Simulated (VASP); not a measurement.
# Sb (I4/mmm) in VASP: notebook, part 2 of 2

VASP 6.6.1. The steps go on from the part before.

### Step 3. Relaxation of cell and atoms, PBE0

This run uses another cell than the first one, of 26.96 Å³/atom.

Contents of POSCAR:

```
Sb
1.0
   -1.5765401831      1.5765401831      2.7119384313
    1.5765401831     -1.5765401831      2.7119384313
    1.5765401831      1.5765401831     -2.7119384313
Sb
1
Direct
    0.0000000000      0.0000000000      0.0000000000
```

Contents of INCAR.step1:

```
PREC = Accurate ; ENCUT = 600
EDIFF = 1E-5 ; ISMEAR = -1
SIGMA = 0.05 ; LREAL = False
LASPH = True ; NELM = 80
ALGO = Normal ; LWAVE = True
LCHARG = False ; GGA = PE
NBANDS = 8
```

Contents of INCAR.step2:

```
PREC = Accurate ; ENCUT = 600
EDIFF = 1E-7 ; ISMEAR = -1
SIGMA = 0.05 ; LREAL = False
LASPH = True ; NELM = 80
ALGO = Normal ; ISIF = 3
LWAVE = False ; LCHARG = False
GGA = PE ; LHFCALC = True
AEXX = 0.25 ; PRECFOCK = Normal
IBRION = 2 ; NSW = 60
EDIFFG = -0.01 ; ISTART = 1
```

Contents of KPOINTS:

```
regular mesh
0
Gamma
  6 6 6
```

Potentials or basis: VASP PAW PBE potentials, release 64 (Sb).

On the command line:

```console
$ cat potpaw_PBE.64/Sb/POTCAR > POTCAR
$ cp INCAR.step1 INCAR
$ mpirun -np 1 vasp_std > vasp.out
$ cp INCAR.step2 INCAR
$ mpirun -np 1 vasp_std > vasp.out
```

OUTCAR:

```text
PREC = Accurate
   ENCUT = 600
   EDIFF = 1E-7
   ISMEAR = -1
   LREAL = False
   LASPH = True
   NELM = 80
   ISIF = 3
   GGA = PE
   LHFCALC = True
   AEXX = 0.25
   PRECFOCK = Normal
   IBRION = 2
   NSW = 60
   EDIFFG = -0.01
   ISTART = 1

 ion  position               nearest neighbor table
   1  0.000  0.000  0.000-

  LATTYP: Found a body centered tetragonal cell.
 ALAT       =     3.1530803662
 C/A-ratio  =     1.7201835135

  Lattice vectors:

 A1 = (  -1.5765401831,   1.5765401831,   2.7119384313)
 A2 = (   1.5765401831,  -1.5765401831,   2.7119384313)
 A3 = (   1.5765401831,   1.5765401831,  -2.7119384313)

Analysis of symmetry for initial positions (statically):
[... 320 lines left out ...]

 Free energy of the ion-electron system (eV)
  ---------------------------------------------------
  ext. energy  EPLUGINS =         0.00000000
  ---------------------------------------------------
  free energy    TOTEN  =        -5.30689117 eV

  energy without entropy =       -5.30506172  energy(sigma->0) =       -5.30597645

 E-fermi :   9.4351     XC(G=0):  -8.1940

 val. band max:        8.5788647014   @ k =  -0.3333   0.3333   0.0000
 cond. band min:       9.5733118532   @ k =   0.5000   0.3333  -0.0000
 fundamental gap:      0.9944471518
 Fermi energy:         9.4351339860

 k-point     1 :       0.0000    0.0000    0.0000
  band No.  band energies     occupation
      1      -6.3375      2.00000
      2      14.9787      0.00000
      3      15.5654      0.00000
      4      15.5654      0.00000
      5      19.3143      0.00000
      6      20.5790      0.00000
[... 199 lines left out ...]
 k-point    24 :      -0.1667   -0.3333    0.1667
  band No.  band energies     occupation
      1      -4.4286      2.00000
      2       7.3949      2.00000
      3      10.2699      0.00000
      4      13.3649      0.00000
      5      17.0749      0.00000
      6      20.0641      0.00000

 [... further k-points ...]
[... 5 lines left out ...]
  --------------------------------------------------------------------------------------
  -------------------------------------------------------------------------------------
  Total        0.0021366      0.0021366      0.0049039      0.0000000     -0.0000000      0.0000000
  in kB        0.1311016      0.1311016      0.3009003      0.0000000     -0.0000000      0.0000000
  external PRESSURE =       0.1877012 kB  Pullay stress =       0.0000000 kB
[... 16 lines left out ...]
  FREE ENERGIE OF THE ION-ELECTRON SYSTEM (eV)
  ---------------------------------------------------
  free  energy   TOTEN  =        -5.3068911737 eV

  energy  without entropy=       -5.3050617165  energy(sigma->0) =       -5.30597645

 reached required accuracy - stopping structural energy minimisation
```

OUTCAR.step1:

```text
PREC = Accurate
   ENCUT = 600
   EDIFF = 1E-5
   ISMEAR = -1
   LREAL = False
[... 479 lines left out ...]

 POSITION                                       TOTAL-FORCE (eV/Angst)
 -----------------------------------------------------------------------------------
      0.00000      0.00000      0.00000        -0.000000      0.000000     -0.000000
 -----------------------------------------------------------------------------------
    total drift:                                0.000000      0.000000     -0.000000

  FREE ENERGIE OF THE ION-ELECTRON SYSTEM (eV)
  ---------------------------------------------------
  free  energy   TOTEN  =        -3.8923130129 eV

  energy  without entropy=       -3.8903053879  energy(sigma->0) =       -3.89130920
```

OSZICAR.step1:

```text
N       E                     dE             d eps       ncg     rms          rms(c)
DAV:   1     0.743573261796E+01    0.74357E+01   -0.18897E+03   480   0.471E+02
DAV:   2    -0.378584235315E+01   -0.11222E+02   -0.10851E+02   712   0.580E+01
DAV:   3    -0.389870062706E+01   -0.11286E+00   -0.11286E+00   560   0.674E+00
DAV:   4    -0.389907347191E+01   -0.37284E-03   -0.37285E-03   752   0.482E-01
DAV:   5    -0.389907402935E+01   -0.55744E-06   -0.55708E-06   600   0.127E-02    0.179E+00
DAV:   6    -0.389459134963E+01    0.44827E-02   -0.27507E-03   592   0.259E-01    0.103E+00
DAV:   7    -0.389229771383E+01    0.22936E-02   -0.57403E-03   568   0.377E-01    0.562E-02
DAV:   8    -0.389231224828E+01   -0.14534E-04   -0.12913E-04   656   0.816E-02    0.117E-02
DAV:   9    -0.389231301293E+01   -0.76465E-06   -0.17647E-06   480   0.989E-03
   1 F= -.38923130E+01 E0= -.38913092E+01  d E =-.200763E-02
```

Run time: 44 min. Hardware: 1 thread of AMD EPYC 9R45 (Zen 5), shared host; peak memory 0.16 GiB.

What came out:

* Free energy: -5.3069 eV
* Relaxed volume: 26.11 Å³/atom
* Relaxed cell: a = 3.452 Å, b = 3.452 Å, c = 3.452 Å, α = 125.80°, β = 125.80°, γ = 80.21°
* Space group after relaxing (to 0.1 Å): I4/mmm (No. 139)
* Energy gained by relaxing: 8.8 meV/atom
* Ionic steps: 5
* Pressure after relaxing: 0.0 GPa
* Band gap on the k mesh: zero (an odd number of electrons rules out a gap without spin polarisation)

The path:
```tsv
step	energy change (eV)	largest force (eV/Å)	pressure (GPa)	volume (Å³)
1	0.0000	0.0000	-1.93	26.96
2	-0.0070	0.0000	1.27	25.71
3	-0.0081	0.0000	0.38	26.03
4	-0.0087	0.0000	-0.07	26.14
5	-0.0088	0.0000	0.02	26.11
```

Final structure:
```xyz
1
Lattice="-1.5724 1.5724 2.6402 1.5724 -1.5724 2.6402 1.5724 1.5724 -2.6402" Properties=species:S:1:pos:R:3 pbc="T T T"
Sb    0.0000    0.0000    0.0000
```

Levels at points of the mesh, in eV from the Fermi level:
| k point | band 1 | band 2 | band 3 | band 4 | band 5 | band 6 |
| --- | --- | --- | --- | --- | --- | --- |
| (0.00, 0.00, 0.00) | -15.77 | 5.54 | 6.13 | 6.13 | 9.88 | 11.14 |
| (0.50, 0.00, 0.00) | -11.28 | -7.91 | 2.13 | 5.82 | 6.69 | 10.60 |
| (0.50, 0.50, 0.00) | -8.41 | -6.33 | -2.01 | 0.39 | 3.59 | 4.38 |
| (0.50, 0.50, 0.50) | -11.16 | -7.67 | 1.92 | 1.92 | 5.82 | 6.15 |

Caveat: the k points lie up to 0.39 Å⁻¹ apart in the final cell, too coarse for converged energies and pressures of a metal; the PAW data sets were made with another functional, which shifts forces and pressure a little; spin-orbit coupling is left out, which moves the levels of the heavy elements; an odd number of electrons without spin polarisation forces a metal; a magnetic or distorted state may lie lower.

The gap in the log of VASP goes by the Fermi energy; the results here count the filled bands.